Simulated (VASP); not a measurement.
A run of VASP 6.6.1:

INCAR

```
PREC = Accurate
ENCUT = 600
EDIFF = 1E-6
ISMEAR = -1
SIGMA = 0.1
LREAL = F
LASPH = T
NELM = 100
ALGO = Normal
ISIF = 3
LWAVE = F
LCHARG = F
GGA = RP
IBRION = 2
NSW = 80
EDIFFG = -0.01
```

Contents of KPOINTS:

```
Automatic mesh
0
Gamma
  10 10 10
```

Contents of POSCAR:

```
Ca
1.0
    0.0000000000      2.7942000000      2.7942000000
    2.7942000000      0.0000000000      2.7942000000
    2.7942000000      2.7942000000      0.0000000000
Ca
1
Direct
    0.0000000000      0.0000000000      0.0000000000
```

Potentials or basis: VASP PAW PBE potentials, release 64 (Ca_sv).

Run with:

```bash
$ cat potpaw_PBE.64/Ca_sv/POTCAR > POTCAR
$ mpirun -np 1 vasp_std > vasp.out
```

Hardware: 1 thread of Intel(R) Xeon(R) Platinum 8559C (Emerald Rapids), with other jobs on the host.

Problem. How long does it take, and how much memory?

Solution. Wall time 22 s on 1 thread of Intel(R) Xeon(R) Platinum 8559C (Emerald Rapids), with other jobs on the host, peak memory 0.19 GiB. Counts: scf iterations 29, k points 47, ion steps 3.
